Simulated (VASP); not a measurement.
Input of a VASP 6.6.1 run:

Contents of INCAR:

```
PREC = Accurate ; ENCUT = 520
EDIFF = 1E-6 ; ISMEAR = 0
SIGMA = 0.02 ; LREAL = False
LASPH = True ; NELM = 60
ALGO = Normal ; ISIF = 2
LWAVE = False ; LCHARG = False
GGA = PE ; NBANDS = 50
```

Contents of KPOINTS:

```
regular mesh
0
Gamma
  10 6 4
```

POSCAR

```
AlGa3O6
1.0
    3.0539697000      0.0000000000      0.0000000000
    0.5837532000      4.9208499000      0.0000000000
    0.4453913000      1.5102693000      7.8718547000
Al Ga O
1 3 6
Direct
    0.6227230000      0.3322610000      0.1004360000
    0.2858720000      0.9601830000      0.8421450000
    0.2119250000      0.8020030000      0.2829990000
    0.7520800000      0.4813860000      0.6453610000
    0.7161020000      0.6966690000      0.4087910000
    0.3692940000      0.6788770000      0.0792260000
    0.2904610000      0.2743490000      0.6341710000
    0.8178230000      0.7627540000      0.7627720000
    0.7336470000      0.1775570000      0.9201650000
    0.1314730000      0.1906620000      0.2122350000
```

Potentials or basis: VASP PAW PBE potentials, release 64 (Al, Ga_d, O).

Launch:

```sh
$ cat potpaw_PBE.64/Al/POTCAR potpaw_PBE.64/Ga_d/POTCAR potpaw_PBE.64/O/POTCAR > POTCAR
$ mpirun -np 1 vasp_std > vasp.out
```

What does it give for the band gap on the k mesh?

2.42 eV (least direct gap 2.43 eV).

Estimate the pressure.

0.4 GPa.

Predict the largest force.

0.052 eV/Å.

Forces on the atoms (eV/Å):
```
Al   0.001  0.005  0.021
Ga  -0.014 -0.017  0.004
Ga  -0.007 -0.005  0.026
Ga  -0.008 -0.003  0.006
O   -0.002  0.001  0.001
O    0.007 -0.023 -0.018
O    0.005 -0.021 -0.025
O    0.014 -0.016 -0.005
O    0.008  0.037  0.019
O   -0.005  0.043 -0.029
```

A k mesh can miss the band edges.
